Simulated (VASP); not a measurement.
Wanted: the native input for a VASP 6.6.1 run.

```yaml
Task: single point
Functional: PBEsol
Potentials_or_basis: VASP PAW PBE potentials, release 64 (Sn_d)
Cutoff: 520 eV
k_mesh: 14 × 14 × 14
Occupations: gaussian, width 0.1 eV
Spin: no spin polarisation
Dipole_correction: no
Further_INCAR_settings: ALGO = Fast; EDIFF = 1e-06; NBANDS = 21
```

The structure of Sn lies in POSCAR:

```
Sn
1.0
   -2.9401404553      2.9401404553      1.5993019889
    2.9401404553     -2.9401404553      1.5993019889
    2.9401404553      2.9401404553     -1.5993019889
Sn
2
Direct
    0.7528154095      0.2399469767      0.5304288184
    0.0000000000      0.0000000000      0.0000000000
```

This cell differs from its parent crystal: one atom moved.

One way to write it, as run:

INCAR

```
SYSTEM = Sn
PREC = Accurate
ENCUT = 520
EDIFF = 1E-6
ISMEAR = 0
SIGMA = 0.1
LREAL = .FALSE.
LASPH = .TRUE.
NELM = 60
ALGO = Fast
ISIF = 2
LWAVE = .FALSE.
LCHARG = .FALSE.
GGA = PS
NBANDS = 21
```

KPOINTS

```
regular mesh
0
G
  14 14 14
  0 0 0
```

Potentials or basis: VASP PAW PBE potentials, release 64 (Sn_d).

Command:

```console
$ cat potpaw_PBE.64/Sn_d/POTCAR > POTCAR
$ mpirun -np 1 vasp_std > vasp.out
```

Results of the run:

The pressure is -1.1 GPa. The largest force is 0.504 eV/Å and the band gap on the k mesh is zero (bands 14 and 15 overlap by 3.94 eV).

Caveat: the cell differs from its parent crystal (one atom moved); the PAW data sets were made with another functional, which shifts forces and pressure a little; spin-orbit coupling is left out, which moves the levels of the heavy elements.

It took 53 min on 1 thread of Oxide Virtual Turin-like Processor (shared host), peak memory 1.2 GiB.
